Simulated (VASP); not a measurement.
Write the native input for VASP 6.6.1 that does the following.

* Task: single point
* Functional: r2SCAN
* Dispersion: D3(BJ)
* Potentials or basis: VASP PAW PBE potentials, release 64 (C, H)
* Cutoff: 520 eV
* k mesh: 1 × 1 × 1
* Occupations: fermi-dirac, width 0.02 eV
* Spin: no spin polarisation
* Dipole correction: no
* Further INCAR settings: LREAL = Auto; ALGO = Normal; EDIFF = 1e-07; NBANDS = 45

H4C:

```
CELL_PARAMETERS angstrom
7.89124 0.00000 0.00000
0.00000 7.89124 0.00000
0.00000 0.00000 7.89124
ATOMIC_POSITIONS crystal
C 0.53750 0.37786 0.96887
C 0.74238 0.09187 0.37532
C 0.22443 0.01994 0.08147
C 0.95070 0.39634 0.12530
C 0.31942 0.23970 0.63232
C 0.91683 0.73348 0.38595
H 0.60807 0.28342 0.89114
H 0.41607 0.40684 0.90727
H 0.60893 0.48954 0.01274
H 0.50153 0.29619 0.08083
H 0.74395 0.22577 0.39788
H 0.69395 0.02925 0.48463
H 0.86490 0.04342 0.33063
H 0.66365 0.05263 0.26334
H 0.10339 0.03658 0.03103
H 0.21927 0.98589 0.21287
H 0.30761 0.12026 0.05675
H 0.28411 0.90647 0.02629
H 0.98380 0.43029 0.26443
H 0.84914 0.29918 0.13386
H 0.05931 0.33428 0.05805
H 0.92619 0.52561 0.06944
H 0.23461 0.15736 0.56209
H 0.25649 0.27206 0.74613
H 0.34195 0.34829 0.55142
H 0.43117 0.16492 0.65315
H 0.81838 0.77978 0.29183
H 0.86436 0.63417 0.46529
H 0.95904 0.83676 0.46576
H 0.03497 0.68717 0.33514
```

The input as run:

POSCAR

```
H4C
1.0
    7.8912360000      0.0000000000      0.0000000000
    0.0000000000      7.8912360000      0.0000000000
    0.0000000000      0.0000000000      7.8912360000
C H
6 24
Direct
    0.5374950135      0.3778622259      0.9688723034
    0.7423805346      0.0918740740      0.3753150964
    0.2244261862      1.0199416162      0.0814701271
    0.9507002452      0.3963384190      0.1253035646
    0.3194176426      0.2396962909      0.6323217301
    0.9168272245      0.7334845897      0.3859471444
    0.6080669746      0.2834156778      0.8911405007
    0.4160691684      0.4068437441      0.9072723208
    0.6089286900      0.4895430830      1.0127437578
    0.5015310656      0.2961893422      1.0808319508
    0.7439518980      0.2257694485      0.3978844379
    0.6939470572      0.0292476362      0.4846262360
    0.8648961962      0.0434152521      0.3306326157
    0.6636476212      0.0526280040      0.2633427767
    0.1033931820      1.0365803278      0.0310344286
    0.2192685658      0.9858911836      0.2128690613
    0.3076070719      1.1202554327      0.0567464970
    0.2841126536      0.9064739668      0.0262949936
    0.9838002564      0.4302874733      0.2644325933
    0.8491445447      0.2991800017      0.1338573577
    1.0593144090      0.3342822341      0.0580517425
    0.9261920439      0.5256084091      0.0694441276
    0.2346147042      0.1573644484      0.5620919207
    0.2564870700      0.2720613095      0.7461315312
    0.3419489672      0.3482851102      0.5514218558
    0.4311745334      0.1649171309      0.6531549684
    0.8183762341      0.7797764507      0.2918300758
    0.8643639602      0.6341718838      0.4652883275
    0.9590386094      0.8367637212      0.4657572020
    1.0349709475      0.6871673842      0.3351439496
```

INCAR.step1

```
SYSTEM = H4C
ALGO = Normal
EDIFF = 1E-4
ENCUT = 520
GGA = PE
ISMEAR = -1
LASPH = .True.
LCHARG = .False.
LREAL = Auto
LWAVE = .True.
NBANDS = 45
NELM = 100
PREC = Accurate
SIGMA = 0.02
```

INCAR.step2

```
SYSTEM = H4C
ALGO = Normal
EDIFF = 1E-7
ENCUT = 520
ISIF = 2
ISMEAR = -1
ISTART = 1
IVDW = 12
LASPH = .True.
LCHARG = .True.
LELF = .True.
LMIXTAU = .True.
LREAL = Auto
LVHAR = .True.
LWAVE = .False.
METAGGA = R2SCAN
NBANDS = 45
NELM = 100
PREC = Accurate
SIGMA = 0.02
VDW_A1 = 0.49484001
VDW_A2 = 5.73083694
VDW_S6 = 1.0
VDW_S8 = 0.78981345
```

KPOINTS

```
k-points
0
Gamma
  1 1 1
  0 0 0
```

Potentials or basis: VASP PAW PBE potentials, release 64 (C, H).

Command:

```console
$ cat potpaw_PBE.64/C/POTCAR potpaw_PBE.64/H/POTCAR > POTCAR
$ cp INCAR.step1 INCAR
$ mpirun -np 1 vasp_gam > vasp.out
$ cp INCAR.step2 INCAR
$ mpirun -np 1 vasp_gam > vasp.out
```

Results of the run:

| Quantity | Value |
| --- | --- |
| Pressure | -0.1 GPa |
| Largest force | 2.644 eV/Å |
| Dispersion energy per atom | -0.010 eV |

Caveat: the k points lie up to 0.80 Å⁻¹ apart; the atoms stand as in a frame of molecular dynamics; the PAW data sets were made with another functional, which shifts forces and pressure a little.

It took 3.3 min on 1 thread of AMD EPYC 7R13 Processor (Zen 3) (shared host), peak memory 0.49 GiB.
